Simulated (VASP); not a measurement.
# Al2BAs3 in VASP: a series of runs

Runs on Al2BAs3. Level: PBE. Tasks: single point.

All numbers are computed with VASP 6.6.1; they aren't measurements. Logs are shortened: lines on timing, memory, paths and dates and some standing lists are left out, and cuts for length are marked.

### 1 The cell of the first run

It takes space group P3m1 (No. 156, trigonal). Conventional cell: a = 3.839 Å, b = 3.839 Å, c = 9.563 Å, α = 90.00°, β = 90.00°, γ = 120.00°. Within 3.2 Å of Al (site symmetry 3m) lie 4 As at 2.41 to 2.46 Å. Al (site symmetry 3m) has 4 As at 2.41 to 2.49 Å within 3.2 Å. B (site symmetry 3m) has 4 As at 2.08 to 2.31 Å within 2.8 Å. As (site symmetry 3m) has 4 Al at 2.41 to 2.46 Å within 3.2 Å. Within 3.1 Å of As (site symmetry 3m) lie 3 B at 2.31 Å and 1 Al at 2.49 Å. Within 2.8 Å of As (site symmetry 3m) lie 1 B at 2.08 Å and 3 Al at 2.41 Å.

### 2 Single point, PBE

The input, INCAR:

```
SYSTEM = Al2BAs3
ALGO = Normal
EDIFF = 1E-7
ENCUT = 520
GGA = PE
ISIF = 2
ISMEAR = 0
LASPH = .True.
LCHARG = .True.
LELF = .True.
LREAL = .False.
LVHAR = .True.
LWAVE = .False.
NBANDS = 36
NELM = 80
PREC = Accurate
SIGMA = 0.1
```

The input, KPOINTS:

```
k-points
0
Gamma
  4 2 2
  0 0 0
```

The input, POSCAR:

```
Al2BAs3
1.0
    1.9194448186     -3.3245759481      0.0000000000
   -5.7583344557     -3.3245759482      0.0000000000
    0.0000000000      0.0000000000     -9.5634760362
Al B As
4 2 6
Direct
    0.5000000000      0.5000000000      0.0105064139
    0.0000000000      1.0000000000      0.0105064139
    1.0000000000      0.6666666667      0.6551254094
    0.5000000000      0.1666666667      0.6551254094
    0.5000000000      0.8333333333      0.3268230084
    1.0000000000      0.3333333333      0.3268230084
    1.0000000000      1.0000000000      0.7534689773
    0.5000000000      0.5000000000      0.7534689773
    1.0000000000      0.6666666667      0.3951876105
    0.5000000000      0.1666666667      0.3951876105
    0.5000000000      0.8333333333      0.1088885804
    1.0000000000      0.3333333333      0.1088885804
```

Potentials or basis: VASP PAW PBE potentials, release 64 (Al, B, As).

Started as:

```bash
$ cat potpaw_PBE.64/Al/POTCAR potpaw_PBE.64/B/POTCAR potpaw_PBE.64/As/POTCAR > POTCAR
$ mpirun -np 1 vasp_std > vasp.out
```

OUTCAR:

```text
SYSTEM = Al2BAs3
   EDIFF = 1E-7
   ENCUT = 520
   GGA = PE
   ISIF = 2
   ISMEAR = 0
   LASPH = .True.
   LREAL = .False.
   NELM = 80
   PREC = Accurate

 ion  position               nearest neighbor table
   1  0.500  0.500  0.011-  11 2.41  12 2.41  12 2.41   8 2.46
   2  0.000  0.000  0.011-  12 2.41  11 2.41  11 2.41   7 2.46
   3  0.000  0.667  0.655-   7 2.41   8 2.41   8 2.41   9 2.49
   4  0.500  0.167  0.655-   8 2.41   7 2.41   7 2.41  10 2.49
   5  0.500  0.833  0.327-  11 2.08   9 2.31   9 2.31  10 2.31
   6  0.000  0.333  0.327-  12 2.08  10 2.31  10 2.31   9 2.31
   7  0.000  0.000  0.753-   3 2.41   4 2.41   4 2.41   2 2.46
   8  0.500  0.500  0.753-   4 2.41   3 2.41   3 2.41   1 2.46
   9  0.000  0.667  0.395-   5 2.31   5 2.31   6 2.31   3 2.49
  10  0.500  0.167  0.395-   6 2.31   6 2.31   5 2.31   4 2.49
  11  0.500  0.833  0.109-   5 2.08   1 2.41   2 2.41   2 2.41
  12  0.000  0.333  0.109-   6 2.08   2 2.41   1 2.41   1 2.41

  LATTYP: Found a simple orthorhombic cell.
 ALAT       =     3.8388896372
 B/A-ratio  =     1.7320508076
 C/A-ratio  =     2.4912089016

  Lattice vectors:

 A1 = (   1.9194448186,  -3.3245759481,   0.0000000000)
 A2 = (  -5.7583344557,  -3.3245759482,   0.0000000000)
 A3 = (   0.0000000000,   0.0000000000,  -9.5634760362)

Analysis of symmetry for initial positions (statically):
=====================================================================
 Subroutine PRICEL returns following result:

  LATTYP: Found a hexagonal cell.
 ALAT       =     3.8388896372
 C/A-ratio  =     2.4912089016

  Lattice vectors:

 A1 = (  -1.9194448186,   3.3245759481,   0.0000000000)
 A2 = (   3.8388896371,   0.0000000000,   0.0000000000)
 A3 = (   0.0000000000,   0.0000000000,  -9.5634760362)

   2 primitive cells build up your supercell.

 Routine SETGRP: Setting up the symmetry group for a
 simple orthorhombic supercell.

 Subroutine GETGRP returns: Found  2 space group operations
 (whereof  2 operations were pure point group operations)
 out of a pool of  8 trial point group operations.

The static configuration has the point symmetry C_1h.

Analysis of symmetry for dynamics (positions and initial velocities):
=====================================================================
 Subroutine PRICEL returns following result:

  LATTYP: Found a hexagonal cell.
 ALAT       =     3.8388896372
 C/A-ratio  =     2.4912089016

  Lattice vectors:

 A1 = (  -1.9194448186,   3.3245759481,   0.0000000000)
 A2 = (   3.8388896371,   0.0000000000,   0.0000000000)
 A3 = (   0.0000000000,   0.0000000000,  -9.5634760362)

   2 primitive cells build up your supercell.

 Routine SETGRP: Setting up the symmetry group for a
 simple orthorhombic supercell.

 Subroutine GETGRP returns: Found  2 space group operations
 (whereof  2 operations were pure point group operations)
 out of a pool of  8 trial point group operations.

The dynamic configuration has the point symmetry C_1h.

 Subroutine INISYM returns: Found  2 space group operations
 (whereof  2 operations are pure point group operations),
 and found     2 'primitive' translations

----------------------------------------------------------------------------------------

                                     Primitive cell

  volume of cell :     122.0556

  direct lattice vectors                    reciprocal lattice vectors
    -1.919444819  3.324575948  0.000000000    -0.000000000  0.300790241  0.000000000
     3.838889637  0.000000000  0.000000000     0.260491990  0.150395120  0.000000000
     0.000000000  0.000000000 -9.563476036     0.000000000  0.000000000 -0.104564491

  length of vectors
     3.838889637  3.838889637  9.563476036     0.300790241  0.300790241  0.104564491

  position of ions in fractional coordinates (direct lattice)
     0.000000000  0.000000000  0.010506414
     0.333333333  0.666666667  0.655125409
     0.666666667  0.333333333  0.326823008
     0.000000000  0.000000000  0.753468977
     0.333333333  0.666666667  0.395187611
     0.666666667  0.333333333  0.108888580

  ion indices of the primitive-cell ions
   primitive index   ion index
                 1           1
                 2           4
                 3           5
                 4           8
                 5          10
                 6          11

----------------------------------------------------------------------------------------

 KPOINTS: k-points

Automatic generation of k-mesh.
 Grid dimensions read from file:
 generate k-points for:    4    2    2

 Generating k-lattice:

  Cartesian coordinates                     Fractional coordinates (reciprocal lattice)
     0.032561499 -0.056398170  0.000000000     0.250000000  0.000000000  0.000000000
    -0.065122997 -0.037598780  0.000000000     0.000000000  0.500000000  0.000000000
     0.000000000  0.000000000 -0.052282245     0.000000000  0.000000000  0.500000000

  Length of vectors
     0.065122997  0.075197560  0.052282245

[... 38 lines left out ...]
   ENCUT  =  520.0 eV  38.22 Ry    6.18 a.u.   7.14 12.36 17.78*2*pi/ulx,y,z
   NELM   =     80;   NELMIN=  2; NELMDL= -5     # of ELM steps
   EDIFF  = 0.1E-06   stopping-criterion for ELM
   LREAL  =      F    real-space projection
   EDIFFG = 0.1E-05   stopping-criterion for IOM
   NSW    =      0    number of steps for IOM
   IBRION =     -1    ionic relax: 0-MD 1-quasi-New 2-CG
   NFREE  =      0    steps in history (QN), initial steepest desc. (CG)
   ISIF   =      2    stress and relaxation
   ISYM   =      2    0-nonsym 1-usesym 2-fastsym
   POTIM  = 0.5000    time-step for ionic-motion
   TEBEG  =    0.0;   TEEND  =   0.0 temperature during run
   PSTRESS=    0.0 pullay stress
   NELECT =      48.0000    total number of electrons
   NUPDOWN=      -1.0000    fix difference up-down
   EMIN   =  10.00;   EMAX   =-10.00  energy-range for DOS
   EFERMI =   0.00;   METHOD = LEGACY
   ISMEAR =     0;   SIGMA  =   0.10  broadening in eV -4-tet -1-fermi 0-gaus
   EFERMI_NEDOS =   21; number of points for ismear=-14 and -15
   IALGO  =     38    algorithm
   IMIX   =      4    mixing-type and parameters
     AMIX     =   0.40;   BMIX     =  1.00
     AMIX_MAG =   1.60;   BMIX_MAG =  1.00
  volume/ion in A,a.u.               =      20.34       137.28
  Fermi-wavevector in a.u.,A,eV,Ry     =   0.951976  1.798974 12.330394  0.906258
  Thomas-Fermi vector in A             =   2.080496
   LORBIT       =      0    0 simple, 1 ext, 2 COOP (PROOUT), +10 PAW based schemes
   GGA     = PE    functional components
   LHFCALC =     F    Hartree Fock is set to
   AEXX    =    0.0000 exact exchange contribution
   IVDW    =     0    specifies the selected vdW correction
   LEPSILON=     F    determine dielectric tensor
   LRPA    =     F    only Hartree local field effects (RPA)
 non-spin polarized calculation
 Gauss-broadening in eV      SIGMA  =   0.10
  energy-cutoff  :      520.00
  volume of cell :      244.11
 maximum number of plane-waves:      6632
 NGX is ok and might be reduce to    30

 number of electron      48.0000002 magnetization

 Free energy of the ion-electron system (eV)
  ---------------------------------------------------
  ext. energy  EPLUGINS =         0.00000000
  ---------------------------------------------------
  free energy    TOTEN  =       -57.77442206 eV

  energy without entropy =      -57.77371835  energy(sigma->0) =      -57.77407021

 E-fermi :   4.5931     XC(G=0):  -9.2950

 val. band max:        4.4227794045   @ k =   0.0000   0.0000   0.0000
 cond. band min:       4.7464495584   @ k =   0.0000   0.0000   0.0000
 fundamental gap:      0.3236701539
 Fermi energy:         4.5931297406

 k-point     1 :       0.0000    0.0000    0.0000
  band No.  band energies     occupation
      1      -8.5537      2.00000
      2      -7.3986      2.00000
      3      -7.0702      2.00000
      4      -6.8788      2.00000
      5      -6.3968      2.00000
      6      -6.0029      2.00000
[... 28 lines left out ...]
     35       8.3229      0.00000
     36       9.0566      0.00000
[... 398 lines left out ...]
      6      -6.1774      2.00000
[... 28 lines left out ...]
     35       8.5871      0.00000
     36       8.5943      0.00000

------------------------ aborting loop because EDIFF is reached ----------------------------------------

  FORCE on cell =-STRESS in cart. coord.  units (eV):
  Direction    XX          YY          ZZ          XY          YZ          ZX
  --------------------------------------------------------------------------------------
  -------------------------------------------------------------------------------------
  Total        0.0609409      0.8539129     -0.0217952     -0.6867339      0.0602794      0.1044070
  in kB        0.3999738      5.6044953     -0.1430483     -4.5072478      0.3956326      0.6852557
  external PRESSURE =       1.9538069 kB  Pullay stress =       0.0000000 kB

 VOLUME and BASIS-vectors are now :
 -----------------------------------------------------------------------------
  energy-cutoff  :      520.00
  volume of cell :      244.11
      direct lattice vectors                 reciprocal lattice vectors
     1.919444819 -3.324575948  0.000000000     0.130245995 -0.225592681  0.000000000
    -5.758334456 -3.324575948  0.000000000    -0.130245995 -0.075197560  0.000000000
     0.000000000  0.000000000 -9.563476036     0.000000000  0.000000000 -0.104564491

 POSITION                                       TOTAL-FORCE (eV/Angst)
 -----------------------------------------------------------------------------------
     -1.91944     -3.32458     -0.10048        -0.005257     -0.003035     -0.007434
      0.00000      0.00000     -0.10048        -0.005257     -0.003035     -0.007434
     -3.83889     -2.21638     -6.26528        -0.010548     -0.006090      0.006387
     -0.00000     -2.21638     -6.26528        -0.010548     -0.006090      0.006387
     -3.83889     -4.43277     -3.12556        -0.026881     -0.015520     -0.020034
     -1.91944     -1.10819     -3.12556        -0.026881     -0.015520     -0.020034
      0.00000      0.00000     -7.20578         0.010012      0.005780      0.003997
     -1.91944     -3.32458     -7.20578         0.010012      0.005780      0.003997
     -3.83889     -2.21638     -3.77937         0.022992      0.013274      0.000584
     -0.00000     -2.21638     -3.77937         0.022992      0.013274      0.000584
     -3.83889     -4.43277     -1.04135         0.009683      0.005590      0.016501
     -1.91944     -1.10819     -1.04135         0.009683      0.005590      0.016501
 -----------------------------------------------------------------------------------
    total drift:                               -0.000050     -0.000029     -0.000300

  FREE ENERGIE OF THE ION-ELECTRON SYSTEM (eV)
  ---------------------------------------------------
  free  energy   TOTEN  =       -57.7744220578 eV

  energy  without entropy=      -57.7737183547  energy(sigma->0) =      -57.77407021
```

Run time: 65 s. Hardware: 1 thread of Intel Xeon 6975P-C (Granite Rapids), shared host; peak memory 0.35 GiB.

What came out:

```
Free energy            : -57.7744 eV
Pressure               : 0.2 GPa
Largest force          : 0.037 eV/Å
Band gap on the k mesh : 0.32 eV
```

Forces on the atoms (eV/Å):
```
Al  -0.005 -0.003 -0.007
Al  -0.005 -0.003 -0.007
Al  -0.011 -0.006  0.006
Al  -0.011 -0.006  0.006
B   -0.027 -0.016 -0.020
B   -0.027 -0.016 -0.020
As   0.010  0.006  0.004
As   0.010  0.006  0.004
As   0.023  0.013  0.001
As   0.023  0.013  0.001
As   0.010  0.006  0.017
As   0.010  0.006  0.017
```

Levels at points of the mesh, in eV from the valence-band top:
```csv
k point,band 21,band 22,band 23,band 24,band 25,band 26,band 27,band 28
"(0.00, 0.00, 0.00)",-0.60,-0.49,0.00,0.00,0.32,0.98,1.41,2.34
"(0.50, 0.00, 0.00)",-2.49,-2.49,-1.40,-1.40,2.05,2.05,2.53,2.53
"(0.00, 0.50, 0.00)",-1.15,-1.15,-0.82,-0.82,1.58,1.58,2.65,2.65
"(0.50, 0.50, 0.00)",-1.75,-1.75,-1.37,-1.37,0.98,0.98,1.42,1.42
"(0.00, 0.00, 0.50)",-0.47,-0.47,-0.17,-0.17,0.50,1.07,1.86,2.04
"(0.50, 0.00, 0.50)",-2.42,-2.42,-1.95,-1.95,2.48,2.48,2.73,2.73
"(0.00, 0.50, 0.50)",-1.45,-1.45,-0.59,-0.59,1.33,1.33,2.30,2.30
"(0.50, 0.50, 0.50)",-1.46,-1.46,-1.08,-1.08,1.07,1.07,1.86,1.86
```

Caveat: the k points lie up to 0.47 Å⁻¹ apart. A k mesh can miss the band edges.

### 3 Single point, PBE

The input, INCAR:

```
PREC = Accurate ; ENCUT = 520
EDIFF = 1E-7 ; ISMEAR = 0
SIGMA = 0.1 ; LREAL = False
LASPH = True ; NELM = 100
ALGO = Normal ; ISIF = 2
LWAVE = False ; LCHARG = True
GGA = PE ; LELF = True
LVHAR = True ; NBANDS = 36
```

The input, KPOINTS:

```
regular mesh
0
Gamma
  4 2 2
```

The input, POSCAR:

```
Al2BAs3
1.0
    1.9314551740     -3.3452255009     -0.0000111801
   -5.7260094296     -3.3069459270     -0.0170403219
   -0.0212533849     -0.0126040409     -9.5500511659
Al B As
4 2 6
Direct
    0.5003862002      0.5006399665      0.0107175682
   -0.0001223004      1.0006332920      0.0107130892
    1.0002368238      0.6653018961      0.6550676921
    0.4993576064      0.1653042684      0.6550848847
    0.4999647166      0.8339118524      0.3269034416
    1.0002298944      0.3339190458      0.3269078720
    0.9993715304      0.9995004393      0.7534185728
    0.5002423380      0.4995223833      0.7534287231
    1.0000913329      0.6658420567      0.3949358621
    0.4999683153      0.1658301814      0.3949471016
    0.4999376744      0.8347976600      0.1089402625
    1.0003358679      0.3347969579      0.1089349300
```

Potentials or basis: VASP PAW PBE potentials, release 64 (Al, B, As).

Started as:

```bash
$ cat potpaw_PBE.64/Al/POTCAR potpaw_PBE.64/B/POTCAR potpaw_PBE.64/As/POTCAR > POTCAR
$ mpirun -np 1 vasp_std > vasp.out
```

Run time: 61 s. Hardware: 1 thread of Intel Xeon 6975P-C (Granite Rapids), shared host; peak memory 0.35 GiB.

Results (log left out):

| Property | Result |
| --- | --- |
| Free energy | -57.7796 eV |
| Pressure | 0.3 GPa |
| Largest force | 0.031 eV/Å |
| Band gap on the k mesh | 0.29 eV |

Forces on the atoms (eV/Å):
```
Al   0.005  0.006  0.007
Al   0.007  0.003  0.007
Al  -0.004 -0.001  0.001
Al  -0.004 -0.004  0.001
B   -0.010 -0.006 -0.020
B   -0.011 -0.004 -0.019
As   0.002 -0.002  0.005
As   0.001  0.001  0.006
As   0.009  0.005 -0.025
As   0.008  0.004 -0.025
As  -0.002 -0.001  0.031
As  -0.001 -0.001  0.031
```

Levels at points of the mesh, in eV from the valence-band top:
| k point | band 20 | band 21 | band 22 | band 23 | band 24 | band 25 | band 26 | band 27 | band 28 | band 29 |
| --- | --- | --- | --- | --- | --- | --- | --- | --- | --- | --- |
| (0.00, 0.00, 0.00) | -0.69 | -0.58 | -0.50 | -0.07 | 0.00 | 0.29 | 0.92 | 1.35 | 2.33 | 2.36 |
| (0.50, 0.00, 0.00) | -2.75 | -2.50 | -2.50 | -1.45 | -1.45 | 2.06 | 2.06 | 2.52 | 2.52 | 2.79 |
| (0.00, 0.50, 0.00) | -1.33 | -1.16 | -1.16 | -0.91 | -0.91 | 1.51 | 1.51 | 2.59 | 2.59 | 3.10 |
| (0.50, 0.50, 0.00) | -2.57 | -1.74 | -1.74 | -1.36 | -1.36 | 0.97 | 0.97 | 1.41 | 1.41 | 2.50 |
| (0.00, 0.00, 0.50) | -1.18 | -0.55 | -0.45 | -0.24 | -0.16 | 0.46 | 0.99 | 1.79 | 1.94 | 2.72 |
| (0.50, 0.00, 0.50) | -2.89 | -2.46 | -2.46 | -1.97 | -1.97 | 2.47 | 2.47 | 2.72 | 2.72 | 3.70 |
| (0.00, 0.50, 0.50) | -1.55 | -1.53 | -1.53 | -0.68 | -0.68 | 1.26 | 1.26 | 2.24 | 2.24 | 2.84 |
| (0.50, 0.50, 0.50) | -2.01 | -1.48 | -1.48 | -1.07 | -1.07 | 1.06 | 1.06 | 1.85 | 1.85 | 2.05 |

Caveat: the k points lie up to 0.48 Å⁻¹ apart. A k mesh can miss the band edges.

### 4 Single point, PBE

This run uses another cell than the first one: it holds 6 atoms, not 12.

The input, INCAR:

```
PREC = Accurate
ENCUT = 520
EDIFF = 1E-6
ISMEAR = 0
SIGMA = 0.02
LREAL = False
LASPH = True
NELM = 80
ALGO = Normal
ISIF = 2
LWAVE = False
LCHARG = True
GGA = PE
LELF = True
LVHAR = True
NBANDS = 21
```

The input, KPOINTS:

```
Automatic mesh
0
Gamma
  12 12 4
```

The input, POSCAR:

```
Al2BAs3
1.0
    3.8388896372      0.0000000000      0.0000000000
   -1.9194448186      3.3245759481      0.0000000000
    0.0000000000      0.0000000000      9.5634760362
Al B As
2 1 3
Direct
    0.0000000000      0.0000000000      0.9894935861
    0.6666666667      0.3333333333      0.3448745906
    0.3333333333      0.6666666667      0.6731769916
    0.0000000000      0.0000000000      0.2465310227
    0.6666666667      0.3333333333      0.6048123895
    0.3333333333      0.6666666667      0.8911114196
```

Started as:

```bash
$ cat potpaw_PBE.64/Al/POTCAR potpaw_PBE.64/B/POTCAR potpaw_PBE.64/As/POTCAR > POTCAR
$ mpirun -np 1 vasp_std > vasp.out
```

Wall time 73 s (1 thread of Intel Xeon 6975P-C (Granite Rapids), shared host); peak memory 0.35 GiB.

It converged, with:

```yaml
Free_energy: -28.9975 eV
Pressure: 0.2 GPa
Largest_force: 0.044 eV/Å
Band_gap_on_the_k_mesh: 0.33 eV
```

Forces in eV/Å, atoms in the order of the input:
```
Al   0.000  0.000  0.006
Al   0.000  0.000  0.010
B    0.000  0.000 -0.044
As   0.000  0.000 -0.003
As   0.000  0.000  0.000
As   0.000  0.000  0.031
```

Stress tensor (GPa, compression positive):
```
0.20 0.00 0.00
0.00 0.20 0.00
0.00 0.00 0.27
```

Levels at points of the mesh, in eV from the valence-band top:
```tsv
k point	band 9	band 10	band 11	band 12	band 13	band 14	band 15	band 16
(0.00, 0.00, 0.00)	-0.60	-0.49	0.00	0.00	0.33	2.35	2.80	3.13
(0.50, 0.00, 0.00)	-2.85	-2.54	-1.75	-1.37	0.99	1.42	2.48	2.96
(0.00, 0.00, 0.50)	-0.47	-0.47	-0.17	-0.17	0.51	2.76	3.25	3.26
(0.50, 0.00, 0.50)	-3.05	-2.02	-1.45	-1.07	1.08	1.86	2.05	3.04
```

A k mesh can miss the band edges.

### 5 The runs side by side

| cell | k mesh | smearing | gap on the mesh (eV) | pressure (GPa) | largest force (eV/Å) |
| --- | --- | --- | --- | --- | --- |
| a = 3.839, b = 6.649, c = 9.563 Å, 12 atoms, atomic positions A | 4 × 2 × 2 | gaussian 0.1 eV | 0.32 | 0.2 | 0.04 |
| a = 3.863, b = 6.612, c = 9.550 Å, angles 89.7, 90.0, 90.0°, 12 atoms, atomic positions B | 4 × 2 × 2 | gaussian 0.1 eV | 0.29 | 0.3 | 0.03 |
| a = 3.839, b = 3.839, c = 9.563 Å, angles 90.0, 90.0, 120.0°, 6 atoms, atomic positions C | 12 × 12 × 4 | gaussian 0.02 eV | 0.33 | 0.2 | 0.04 |

Alike in all rows: task single point; level PBE; potentials or basis VASP PAW PBE potentials, release 64 (Al, B, As); no spin polarisation; cutoff (eV) 520.

Caveats: some runs use coarse meshes.

Absolute energies hang on the potentials; compare differences alone.
